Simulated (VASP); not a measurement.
# Br (Cmce) in VASP: a series of runs, part 2 of 2

VASP 6.6.1. The steps go on from the part before.

## 3. Single point, PBE

This run uses another cell than the first one, of 36.03 Å³/atom, 1.019 times its volume.

INCAR reads:

```
SYSTEM = Br
PREC = Accurate
ENCUT = 520
EDIFF = 1E-6
ISMEAR = -1
SIGMA = 0.05
LREAL = .False.
LASPH = .True.
NELM = 80
ALGO = Normal
ISIF = 2
LWAVE = .False.
LCHARG = .False.
GGA = PE
NBANDS = 22
```

KPOINTS reads:

```
regular mesh
0
Gamma
  6 6 3
  0 0 0
```

POSCAR reads:

```
Br
1.0
    3.4292128250     -2.3681017607      0.0000000000
    3.4292128250      2.3681017607      0.0000000000
    0.0000000000      0.0000000000      8.8729766646
Br
4
Direct
    0.3651000000      0.6349000000      0.3901000000
    0.1349000000      0.8651000000      0.8901000000
    0.6349000000      0.3651000000      0.6099000000
    0.8651000000      0.1349000000      0.1099000000
```

Potentials or basis: VASP PAW PBE potentials, release 64 (Br).

Started as:

```
cat potpaw_PBE.64/Br/POTCAR > POTCAR
mpirun -np 1 vasp_std > vasp.out
```

OUTCAR:

```text
SYSTEM = Br
   PREC = Accurate
   ENCUT = 520
   EDIFF = 1E-6
   ISMEAR = -1
   LREAL = .False.
   LASPH = .True.
   NELM = 80
   ISIF = 2
   GGA = PE

 ion  position               nearest neighbor table
   1  0.365  0.635  0.390-   3 2.33
   2  0.135  0.865  0.890-   4 2.33
   3  0.635  0.365  0.610-   1 2.33
   4  0.865  0.135  0.110-   2 2.33

  LATTYP: Found a base centered orthorhombic cell.
 ALAT       =     4.7362035214
 B/A-ratio  =     1.4480850789
 C/A-ratio  =     1.8734365245

  Lattice vectors:

 A1 = (  -3.4292128250,  -2.3681017607,   0.0000000000)
 A2 = (   3.4292128250,  -2.3681017607,   0.0000000000)
 A3 = (   0.0000000000,   0.0000000000,   8.8729766646)

Analysis of symmetry for initial positions (statically):
=====================================================================
 Subroutine PRICEL returns:
 Original cell was already a primitive cell.

 Routine SETGRP: Setting up the symmetry group for a
 base centered orthorhombic supercell.

 Subroutine GETGRP returns: Found  8 space group operations
 (whereof  4 operations were pure point group operations)
 out of a pool of  8 trial point group operations.

The static configuration has the point symmetry C_2h.
 The point group associated with its full space group is D_2h.

Analysis of symmetry for dynamics (positions and initial velocities):
=====================================================================
 Subroutine PRICEL returns:
 Original cell was already a primitive cell.

 Routine SETGRP: Setting up the symmetry group for a
 base centered orthorhombic supercell.

 Subroutine GETGRP returns: Found  8 space group operations
 (whereof  4 operations were pure point group operations)
 out of a pool of  8 trial point group operations.

The dynamic configuration has the point symmetry C_2h.
 The point group associated with its full space group is D_2h.

 Subroutine INISYM returns: Found  8 space group operations
[... 111 lines left out ...]
   PSTRESS=    0.0 pullay stress
   NELECT =      28.0000    total number of electrons
   NUPDOWN=      -1.0000    fix difference up-down
   EMIN   =  10.00;   EMAX   =-10.00  energy-range for DOS
   EFERMI =   0.00;   METHOD = LEGACY
   ISMEAR =    -1;   SIGMA  =   0.05  broadening in eV -4-tet -1-fermi 0-gaus
   EFERMI_NEDOS =   21; number of points for ismear=-14 and -15
   IALGO  =     38    algorithm
   IMIX   =      4    mixing-type and parameters
     AMIX     =   0.40;   BMIX     =  1.00
     AMIX_MAG =   1.60;   BMIX_MAG =  1.00
  volume/ion in A,a.u.               =      36.03       243.13
  Fermi-wavevector in a.u.,A,eV,Ry     =   0.948192  1.791822 12.232555  0.899067
  Thomas-Fermi vector in A             =   2.076357
   LORBIT       =      0    0 simple, 1 ext, 2 COOP (PROOUT), +10 PAW based schemes
   GGA     = PE    functional components
   LHFCALC =     F    Hartree Fock is set to
   AEXX    =    0.0000 exact exchange contribution
   IVDW    =     0    specifies the selected vdW correction
   LEPSILON=     F    determine dielectric tensor
   LRPA    =     F    only Hartree local field effects (RPA)
 non-spin polarized calculation
  energy-cutoff  :      520.00
  volume of cell :      144.11
 maximum number of plane-waves:      3901
   NGX = 15   NGY = 15   NGZ = 33

 number of electron      27.9999994 magnetization

 Free energy of the ion-electron system (eV)
  ---------------------------------------------------
  ext. energy  EPLUGINS =         0.00000000
  ---------------------------------------------------
  free energy    TOTEN  =        -6.42344157 eV

  energy without entropy =       -6.42344155  energy(sigma->0) =       -6.42344156

 E-fermi :   0.0870     XC(G=0):  -7.6111

 val. band max:       -0.8113954149   @ k =   0.5000   0.5000   0.0000
 cond. band min:       0.9140458618   @ k =   0.0000   0.0000   0.0000
 fundamental gap:      1.7254412767
 Fermi energy:         0.0869874779

 k-point     1 :       0.0000    0.0000    0.0000
  band No.  band energies     occupation
      1     -16.3918      2.00000
      2     -16.1116      2.00000
      3     -13.8171      2.00000
      4     -13.2571      2.00000
      5      -5.4466      2.00000
      6      -4.5853      2.00000
[... 589 lines left out ...]
     21       8.3878      0.00000
     22       9.1203      0.00000

 [... further k-points ...]
[... 5 lines left out ...]
  --------------------------------------------------------------------------------------
  -------------------------------------------------------------------------------------
  Total        0.7740083     -0.1806941      0.0345806      0.0000000     -0.0000000      0.0000000
  in kB        8.6052215     -2.0089101      0.3844581      0.0000000     -0.0000000      0.0000000
  external PRESSURE =       2.3269232 kB  Pullay stress =       0.0000000 kB

 VOLUME and BASIS-vectors are now :
 -----------------------------------------------------------------------------
  energy-cutoff  :      520.00
  volume of cell :      144.11
      direct lattice vectors                 reciprocal lattice vectors
     3.429212825 -2.368101761  0.000000000     0.145806057 -0.211139575  0.000000000
     3.429212825  2.368101761  0.000000000     0.145806057  0.211139575  0.000000000
     0.000000000  0.000000000  8.872976665     0.000000000  0.000000000  0.112701750

 POSITION                                       TOTAL-FORCE (eV/Angst)
 -----------------------------------------------------------------------------------
      3.42921      0.63891      3.46135         0.000000      0.062600     -0.258516
      3.42921      1.72919      7.89784         0.000000     -0.062600     -0.258516
      3.42921     -0.63891      5.41163         0.000000     -0.062600      0.258516
      3.42921     -1.72919      0.97514         0.000000      0.062600      0.258516
 -----------------------------------------------------------------------------------
    total drift:                               -0.000000      0.000000     -0.000000

  FREE ENERGIE OF THE ION-ELECTRON SYSTEM (eV)
  ---------------------------------------------------
  free  energy   TOTEN  =        -6.4234415702 eV

  energy  without entropy=       -6.4234415528  energy(sigma->0) =       -6.42344156
```

OSZICAR:

```text
N       E                     dE             d eps       ncg     rms          rms(c)
DAV:   1     0.176846306735E+03    0.17685E+03   -0.11296E+04  1144   0.105E+03
DAV:   2     0.725608970649E+01   -0.16959E+03   -0.16465E+03  1618   0.184E+02
DAV:   3    -0.671517609156E+01   -0.13971E+02   -0.13921E+02  1440   0.595E+01
DAV:   4    -0.686281985064E+01   -0.14764E+00   -0.14760E+00  1412   0.735E+00
DAV:   5    -0.686414391395E+01   -0.13241E-02   -0.13239E-02  1428   0.696E-01    0.987E+00
DAV:   6    -0.654300086062E+01    0.32114E+00   -0.21614E-01  1354   0.239E+00    0.649E+00
DAV:   7    -0.643151604978E+01    0.11148E+00   -0.48219E-01  1330   0.353E+00    0.600E-01
DAV:   8    -0.642324377414E+01    0.82723E-02   -0.51987E-02  1270   0.118E+00    0.290E-01
DAV:   9    -0.642331530176E+01   -0.71528E-04   -0.91472E-04  1414   0.185E-01    0.681E-02
DAV:  10    -0.642343916927E+01   -0.12387E-03   -0.14207E-04  1336   0.716E-02    0.675E-02
DAV:  11    -0.642344085289E+01   -0.16836E-05   -0.27286E-05  1426   0.285E-02    0.802E-03
DAV:  12    -0.642344157020E+01   -0.71731E-06   -0.36479E-06  1366   0.101E-02
   1 F= -.64234416E+01 E0= -.64234416E+01  d E =-.173796E-07
```

stdout:

```text
POSCAR found type information on POSCAR Br
 POSCAR found :  1 types and       4 ions
 scaLAPACK will be used
 LDA part: xc-table for (Slater+PW92), standard interpolation
 POSCAR, INCAR and KPOINTS ok, starting setup
 FFT: planning ... GRIDC
 FFT: planning ... GRID_SOFT
 FFT: planning ... GRID
 WAVECAR not read
 entering main loop
```

It used 56 s of CPU time on 1 thread of Intel Xeon 6975P-C (shared host).

Results:

```yaml
Free_energy: -6.4234 eV
Pressure: 0.2 GPa
Largest_force: 0.266 eV/Å
Band_gap_on_the_k_mesh: 1.73 eV, indirect (least direct gap 1.75 eV)
```

Forces in eV/Å, atoms in the order of the input:
```
Br   0.000  0.063 -0.259
Br   0.000 -0.063 -0.259
Br   0.000 -0.063  0.259
Br   0.000  0.063  0.259
```

Levels at points of the mesh, in eV from the valence-band top:
```
           k point  band 12  band 13  band 14  band 15  band 16  band 17
(0.00, 0.00, 0.00)    -0.30    -0.05    -0.02     1.73     2.43     5.96
(0.50, 0.00, 0.00)    -0.70    -0.20    -0.20     2.33     2.33     7.29
(0.50, 0.50, 0.00)    -1.01    -0.33     0.00     1.79     2.16     7.49
```

## 4. Single point, PBE

This run uses another cell than the first one, of 33.99 Å³/atom, 0.962 times its volume.

INCAR reads:

```
PREC = Accurate
ENCUT = 520
EDIFF = 1E-6
ISMEAR = -1
SIGMA = 0.05
LREAL = False
LASPH = True
NELM = 60
ALGO = Normal
ISIF = 2
LWAVE = False
LCHARG = False
GGA = PE
NBANDS = 22
```

KPOINTS reads:

```
regular mesh
0
Gamma
  4 4 2
```

POSCAR reads:

```
Br
1.0
    3.3632500000     -2.3225500000      0.0000000000
    3.3632500000      2.3225500000      0.0000000000
    0.0000000000      0.0000000000      8.7023000000
Br
4
Direct
    0.3651000000      0.6349000000      0.3901000000
    0.1349000000      0.8651000000      0.8901000000
    0.6349000000      0.3651000000      0.6099000000
    0.8651000000      0.1349000000      0.1099000000
```

Started as:

```
cat potpaw_PBE.64/Br/POTCAR > POTCAR
mpirun -np 1 vasp_std > vasp.out
```

Run time: 48 s. Hardware: 1 thread of Intel Xeon Platinum 8375C at 2.90GHz (Ice Lake), shared host; peak memory 0.24 GiB.

Results (log left out):

```
Free energy            : -6.3714 eV
Pressure               : 1.9 GPa
Largest force          : 0.876 eV/Å
Band gap on the k mesh : 1.88 eV, indirect (least direct gap 1.92 eV)
```

Forces on the atoms (eV/Å):
```
Br   0.000  0.421 -0.769
Br   0.000 -0.421 -0.769
Br   0.000 -0.421  0.769
Br   0.000  0.421  0.769
```

Stress tensor (GPa, compression positive):
```
1.20 0.00 0.00
0.00 1.31 0.00
0.00 0.00 3.05
```

Levels at points of the mesh, in eV from the valence-band top:
```tsv
k point	band 10	band 11	band 12	band 13	band 14	band 15	band 16	band 17	band 18	band 19
(0.00, 0.00, 0.00)	-1.65	-0.94	-0.36	-0.09	-0.05	1.88	2.62	5.98	6.67	7.38
(0.50, 0.00, 0.00)	-2.02	-0.81	-0.81	-0.25	-0.25	2.53	2.53	7.14	7.14	9.21
(0.50, 0.50, 0.00)	-2.36	-1.34	-1.15	-0.40	-0.03	1.93	2.30	7.31	7.58	7.74
(0.00, 0.00, 0.50)	-1.67	-0.82	-0.82	-0.07	-0.07	2.10	2.10	6.68	6.68	8.30
(0.50, 0.00, 0.50)	-2.07	-0.53	-0.53	0.00	0.00	2.25	2.25	7.46	7.46	8.60
(0.50, 0.50, 0.50)	-2.30	-0.92	-0.92	-0.63	-0.63	2.00	2.00	8.02	8.02	9.06
```

## 5. Summary

| cell | k mesh | gap on the mesh (eV) | pressure (GPa) | largest force (eV/Å) |
| --- | --- | --- | --- | --- |
| a = 4.141, b = 4.141, c = 8.817 Å, angles 90.0, 90.0, 69.3°, 4 atoms | 6 × 6 × 3 | 1.78 | 0.7 | 0.45 |
| a = 4.167, b = 4.167, c = 8.873 Å, angles 90.0, 90.0, 69.3°, 4 atoms | 6 × 6 × 3 | 1.73 | 0.2 | 0.27 |
| a = 4.087, b = 4.087, c = 8.702 Å, angles 90.0, 90.0, 69.3°, 4 atoms | 4 × 4 × 2 | 1.88 | 1.9 | 0.88 |

Alike in all rows: task single point; level PBE; potentials or basis VASP PAW PBE potentials, release 64 (Br); no spin polarisation; cutoff (eV) 520; smearing fermi-dirac 0.05 eV.

Total energies depend on the potentials used, so only differences within one code and one set of settings carry meaning.
